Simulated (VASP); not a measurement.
# Al (Fm-3m) in VASP: notebook, part 2 of 2

VASP 6.6.1.

**3. Single point, PBEsol**

INCAR reads:

```
SYSTEM = Al
PREC = Accurate
ENCUT = 500
EDIFF = 1E-6
ISMEAR = 1
SIGMA = 0.15
LREAL = .False.
LASPH = .True.
NELM = 120
ALGO = Normal
ISIF = 2
LWAVE = .False.
LCHARG = .True.
GGA = PS
LELF = .True.
LVHAR = .True.
NBANDS = 8
GGA_COMPAT = .False.
```

KPOINTS reads:

```
Automatic mesh
0
Gamma
  13 13 13
  0 0 0
```

POSCAR reads:

```
Al
1.0
    0.0000000000      2.0248050000      2.0248050000
    2.0248050000      0.0000000000      2.0248050000
    2.0248050000      2.0248050000      0.0000000000
Al
1
Direct
    0.0000000000      0.0000000000      0.0000000000
```

Potentials or basis: VASP PAW PBE potentials, release 64 (Al).

Launch:

```
cat potpaw_PBE.64/Al/POTCAR > POTCAR
mpirun -np 1 vasp_std > vasp.out
```

OUTCAR:

```text
SYSTEM = Al
   PREC = Accurate
   ENCUT = 500
   EDIFF = 1E-6
   ISMEAR = 1
   LREAL = .False.
   LASPH = .True.
   NELM = 120
   ISIF = 2
   GGA = PS

 ion  position               nearest neighbor table
   1  0.000  0.000  0.000-

  LATTYP: Found a face centered cubic cell.
 ALAT       =     4.0496100000

  Lattice vectors:

 A1 = (   0.0000000000,   2.0248050000,   2.0248050000)
 A2 = (   2.0248050000,   0.0000000000,   2.0248050000)
 A3 = (   2.0248050000,   2.0248050000,   0.0000000000)

Analysis of symmetry for initial positions (statically):
=====================================================================
 Subroutine PRICEL returns:
 Original cell was already a primitive cell.

 Routine SETGRP: Setting up the symmetry group for a
 face centered cubic supercell.

 Subroutine GETGRP returns: Found 48 space group operations
 (whereof 48 operations were pure point group operations)
 out of a pool of 48 trial point group operations.

The static configuration has the point symmetry O_h .

Analysis of symmetry for dynamics (positions and initial velocities):
=====================================================================
 Subroutine PRICEL returns:
 Original cell was already a primitive cell.

 Routine SETGRP: Setting up the symmetry group for a
 face centered cubic supercell.

 Subroutine GETGRP returns: Found 48 space group operations
 (whereof 48 operations were pure point group operations)
 out of a pool of 48 trial point group operations.

The dynamic configuration has the point symmetry O_h .

 Subroutine INISYM returns: Found 48 space group operations
 (whereof 48 operations are pure point group operations),
 and found     1 'primitive' translations

----------------------------------------------------------------------------------------

                                     Primitive cell

  volume of cell :      16.6027

  direct lattice vectors                    reciprocal lattice vectors
[... 101 lines left out ...]
   EFERMI_NEDOS =   21; number of points for ismear=-14 and -15
   IALGO  =     38    algorithm
   IMIX   =      4    mixing-type and parameters
     AMIX     =   0.40;   BMIX     =  1.00
     AMIX_MAG =   1.60;   BMIX_MAG =  1.00
  volume/ion in A,a.u.               =      16.60       112.04
  Fermi-wavevector in a.u.,A,eV,Ry     =   0.925526  1.748991 11.654733  0.856599
  Thomas-Fermi vector in A             =   2.051390
   LORBIT       =      0    0 simple, 1 ext, 2 COOP (PROOUT), +10 PAW based schemes
   GGA     = PS    functional components
   LHFCALC =     F    Hartree Fock is set to
   AEXX    =    0.0000 exact exchange contribution
   IVDW    =     0    specifies the selected vdW correction
   LEPSILON=     F    determine dielectric tensor
   LRPA    =     F    only Hartree local field effects (RPA)
 non-spin polarized calculation
 Methfessel and Paxton  Order N= 1 SIGMA  =   0.15
  energy-cutoff  :      500.00
  volume of cell :       16.60
 maximum number of plane-waves:       440
 NGX is ok and might be reduce to    24
   NGX = 11   NGY = 11   NGZ = 11

 number of electron       3.0000000 magnetization

 Free energy of the ion-electron system (eV)
  ---------------------------------------------------
  ext. energy  EPLUGINS =         0.00000000
  ---------------------------------------------------
  free energy    TOTEN  =        -4.08578206 eV

  energy without entropy =       -4.08593661  energy(sigma->0) =       -4.08583358

 E-fermi :   7.8009     XC(G=0): -10.2342

 val. band max:        7.7489917129   @ k =  -0.3077   0.4615   0.1538
 cond. band min:       7.8020096159   @ k =  -0.3077   0.2308   0.0000
 fundamental gap:      0.0530179030
 Fermi energy:         7.8008887609

 k-point     1 :       0.0000    0.0000    0.0000
  band No.  band energies     occupation
      1      -3.2014      2.00000
      2      20.4469      0.00000
      3      20.4469      0.00000
      4      20.4469      0.00000
      5      21.8910      0.00000
      6      21.8910      0.00000
      7      21.8910      0.00000
      8      24.3252      0.00000
[... 243 lines left out ...]
 k-point    24 :       0.4615    0.1538    0.0000
  band No.  band energies     occupation
      1       1.8336      2.00000
      2       6.4614      2.00000
      3      14.9255      0.00000
      4      16.0462      0.00000
      5      17.8033      0.00000
      6      23.7899      0.00000
      7      25.7839      0.00000
      8      27.6478      0.00000

 [... further k-points ...]
[... 5 lines left out ...]
  --------------------------------------------------------------------------------------
  -------------------------------------------------------------------------------------
  Total       -0.2109453     -0.2109453     -0.2109453     -0.0000000     -0.0000000      0.0000000
  in kB      -20.3563970    -20.3563970    -20.3563970     -0.0000000     -0.0000000      0.0000000
  external PRESSURE =     -20.3563970 kB  Pullay stress =       0.0000000 kB

 VOLUME and BASIS-vectors are now :
 -----------------------------------------------------------------------------
  energy-cutoff  :      500.00
  volume of cell :       16.60
      direct lattice vectors                 reciprocal lattice vectors
     0.000000000  2.024805000  2.024805000    -0.246937359  0.246937359  0.246937359
     2.024805000  0.000000000  2.024805000     0.246937359 -0.246937359  0.246937359
     2.024805000  2.024805000  0.000000000     0.246937359  0.246937359 -0.246937359

 POSITION                                       TOTAL-FORCE (eV/Angst)
 -----------------------------------------------------------------------------------
      0.00000      0.00000      0.00000        -0.000000      0.000000     -0.000000
 -----------------------------------------------------------------------------------
    total drift:                                0.000000      0.000000      0.000000

  FREE ENERGIE OF THE ION-ELECTRON SYSTEM (eV)
  ---------------------------------------------------
  free  energy   TOTEN  =        -4.0857820601 eV

  energy  without entropy=       -4.0859366117  energy(sigma->0) =       -4.08583358
```

OSZICAR:

```text
N       E                     dE             d eps       ncg     rms          rms(c)
DAV:   1    -0.281674967859E+01   -0.28167E+01   -0.81346E+02  1360   0.194E+02
DAV:   2    -0.410863683063E+01   -0.12919E+01   -0.12668E+01  1896   0.180E+01
DAV:   3    -0.411422548163E+01   -0.55887E-02   -0.55873E-02  1688   0.134E+00
DAV:   4    -0.411423944835E+01   -0.13967E-04   -0.13966E-04  2128   0.605E-02
DAV:   5    -0.411423947583E+01   -0.27478E-07   -0.27261E-07  1680   0.129E-03    0.139E+00
DAV:   6    -0.409726765702E+01    0.16972E-01   -0.22514E-03  1800   0.197E-01    0.789E-01
DAV:   7    -0.408579764019E+01    0.11470E-01   -0.61585E-03  1744   0.316E-01    0.165E-01
DAV:   8    -0.408578282422E+01    0.14816E-04   -0.20500E-05  2000   0.310E-02    0.744E-03
DAV:   9    -0.408578206011E+01    0.76411E-06   -0.39636E-07  1800   0.279E-03
   1 F= -.40857821E+01 E0= -.40858336E+01  d E =0.154552E-03
```

stdout:

```text
POSCAR found type information on POSCAR Al
 POSCAR found :  1 types and       1 ions
 scaLAPACK will be used
 -----------------------------------------------------------------------------
|                                                                             |
|                                                                             |
|     You enforced a specific xc type in the INCAR file but a different       |
|     I HOPE YOU KNOW WHAT YOU ARE DOING!                                     |
|                                                                             |
 -----------------------------------------------------------------------------

 LDA part: xc-table for (Slater+PW92), standard interpolation
 POSCAR, INCAR and KPOINTS ok, starting setup
 FFT: planning ... GRIDC
 FFT: planning ... GRID_SOFT
 FFT: planning ... GRID
 WAVECAR not read
 entering main loop
```

It took 12 s on 1 thread of Intel Xeon 8259CL, shared host; peak memory 0.13 GiB.

Results:

| Item | Value |
| --- | --- |
| Free energy | -4.0858 eV |
| Pressure | -2.0 GPa |

Caveat: the PAW data sets were made with another functional, which shifts forces and pressure a little.
